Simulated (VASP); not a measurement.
A run of VASP 6.6.1 is set up as follows.

INCAR

```
ALGO = Normal ; EDIFF = 1E-6
EDIFFG = -0.01 ; ENCUT = 600
GGA = PE ; IBRION = 2
ISIF = 3 ; ISMEAR = 0
LASPH = T ; LCHARG = F
LREAL = F ; LWAVE = F
NELM = 100 ; NSW = 100
PREC = Accurate ; SIGMA = 0.1
```

File KPOINTS:

```
k-points
0
Gamma
  12 12 12
```

File POSCAR:

```
Zn3Cl
1.0
    4.3004988865      0.0000000000      0.0000000000
    0.0000000000      4.3004988865      0.0000000000
    0.0000000000      0.0000000000      4.3004988865
Zn Cl
3 1
Direct
    0.0000000000      0.5000000000      0.5000000000
    0.5000000000      0.0000000000      0.5000000000
    0.5000000000      0.5000000000      0.0000000000
    0.0000000000      0.0000000000      0.0000000000
```

Potentials or basis: VASP PAW PBE potentials, release 64 (Zn, Cl).

Command:

```sh
$ cat potpaw_PBE.64/Zn/POTCAR potpaw_PBE.64/Cl/POTCAR > POTCAR
$ mpirun -np 1 vasp_std > vasp.out
```

Q: What does it give for the relaxed cell?

A: a = 4.308 Å, b = 4.308 Å, c = 4.308 Å, α = 90.00°, β = 90.00°, γ = 90.00°.

Q: What does it give for the space group after relaxing (to 0.05 Å)?

A: Pm-3m (No. 221).

Q: Estimate the relaxed volume.

A: 19.99 Å³/atom.

The path:
| step | energy change (eV) | largest force (eV/Å) | pressure (GPa) | volume (Å³) |
| --- | --- | --- | --- | --- |
| 1 | 0.0000 | 0.0000 | 0.15 | 79.53 |
| 2 | -0.0002 | 0.0000 | 0.10 | 79.75 |
| 3 | -0.0001 | 0.0000 | -0.12 | 80.20 |
| 4 | -0.0002 | 0.0000 | -0.04 | 79.96 |

Caveat: an odd number of electrons without spin polarisation forces a metal; a magnetic or distorted state may lie lower.
